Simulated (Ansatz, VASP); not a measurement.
AlNi: VASP beside Ansatz

File INCAR:

```
SYSTEM = AlNi
PREC = Accurate
ENCUT = 520
EDIFF = 1E-7
ISMEAR = -1
SIGMA = 0.1
LREAL = .FALSE.
LASPH = .TRUE.
NELM = 60
ALGO = Normal
ISIF = 2
LWAVE = .FALSE.
LCHARG = .FALSE.
GGA = CA
NBANDS = 14
```

Contents of KPOINTS:

```
regular mesh
0
G
  15 15 15
  0 0 0
```

The input POSCAR:

```
AlNi
1.0
    0.0000000000      2.1283576908      2.1283576908
    2.1283576908      0.0000000000      2.1283576908
    2.1283576908      2.1283576908      0.0000000000
Ni Al
1 1
Direct
    0.0000000000      0.0000000000      0.0000000000
    0.5000000000      0.5000000000      0.5000000000
```

Input for Ansatz:

```yaml
crystal:
  lattice:
    - [0.0, 2.1283576908, 2.1283576908]
    - [2.1283576908, 0.0, 2.1283576908]
    - [2.1283576908, 2.1283576908, 0.0]
  atoms:
    - { symbol: Ni, position: [0.0, 0.0, 0.0] }
    - { symbol: Al, position: [0.5, 0.5, 0.5] }
kpoints:
  mp_grid: { grid: [15, 15, 15] }
scf:
  occupations: { method: fermi_dirac, width: 0.1 }
hamiltonian:
  xc: lda
  pseudopotentials: { kind: all_electron, lapw: { basis_error: 0.001 } }
output:
  forces: true
  stress: true
  eigenvalues: true
  populations: true
```

Change from the starting cell: volume scaled by 0.72, LAPW.

Alike in both runs: task single point; functional LDA; k mesh 15 × 15 × 15; occupations fermi-dirac, width 0.1 eV; no spin polarisation.

```csv
,VASP,Ansatz
version,VASP 6.6.1,Ansatz 0.2.0
potentials or method,"VASP PAW LDA potentials, release 64 (Ni, Al), cutoff 520 eV","all-electron LAPW, scalar-relativistic"
```

|  | VASP | Ansatz | Ansatz less VASP |
| --- | --- | --- | --- |
| pressure (GPa) | 86.0 | 84.7 | -1.35 |

LDA's correlation is that of Perdew and Zunger in VASP and of Perdew and Wang (1992) in Ansatz. Both programs put the cell under a high pressure, so it lies far from rest at this level. Ansatz ran all-electron here, and VASP with PAW potentials.

Noted on VASP's run: the cell as given lies far from equilibrium.
